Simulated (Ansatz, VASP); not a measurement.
# SnTe: VASP beside Ansatz

Contents of INCAR:

```
SYSTEM = SnTe
  PREC = Accurate
  ENCUT = 520
  EDIFF = 1E-8
  ISMEAR = -1
  SIGMA = 0.08
  LREAL = .FALSE.
  LASPH = .TRUE.
  NELM = 100
  ALGO = Normal
  ISIF = 2
  LWAVE = .FALSE.
  LCHARG = .FALSE.
  GGA = PS
  LEFG = .TRUE.
  NBANDS = 17
```

File KPOINTS:

```
regular mesh
0
G
  11 11 11
  0 0 0
```

POSCAR

```
SnTe
1.0
   -0.0631300000      3.1249350000      3.1249350000
    3.1249350000     -0.0631300000      3.1249350000
    3.1249350000      3.1249350000     -0.0631300000
Sn Te
1 1
Direct
    0.0000000000      0.0000000000      0.0000000000
    0.5000000000      0.5000000000      0.5000000000
```

Input for Ansatz:

```yaml
crystal:
  lattice:
    - [-0.06313, 3.124935, 3.124935]
    - [3.124935, -0.06313, 3.124935]
    - [3.124935, 3.124935, -0.06313]
  atoms:
    - { symbol: Sn, position: [0.0, 0.0, 0.0] }
    - { symbol: Te, position: [0.5, 0.5, 0.5] }
kpoints:
  mp_grid: { grid: [11, 11, 11] }
scf:
  occupations: { method: fermi_dirac, width: 0.08 }
hamiltonian:
  xc: pbesol
  pseudopotentials: { kind: all_electron, datasets: crystal }
output:
  forces: true
  stress: true
  eigenvalues: true
  efg: { contact_densities: true }
```

Change from the starting cell: equal xy, yz and zx shear strains of -2 %, crystal datasets.

Alike in both runs: task electric field gradients; functional PBEsol; k mesh 11 × 11 × 11; occupations fermi-dirac, width 0.08 eV; no spin polarisation.

|  | VASP | Ansatz |
| --- | --- | --- |
| version | VASP 6.6.1 | Ansatz 0.2.0 |
| potentials or method | VASP PAW PBE potentials, release 64 (Sn_d, Te), cutoff 520 eV | all-electron PAW with datasets made for the crystal, scalar-relativistic |

Ansatz gave:

| Property | Result |
| --- | --- |
| pressure (GPa) | -0.5 |
| traceless stress, the component that is largest in VASP (GPa) | 0.31 |
| size of Vzz on the site where it differs most (V/Å²) | 23.8 |

Question: What did VASP give for the same quantities?

Answer: Pressure (GPa): -0.5; traceless stress, the component that is largest in VASP (GPa): 0.31; size of Vzz on the site where it differs most (V/Å²): 23.0.

VASP's potentials were made for PBE, not for PBEsol. Ansatz ran all-electron here, and VASP with PAW potentials.

Spin-orbit coupling is off throughout.
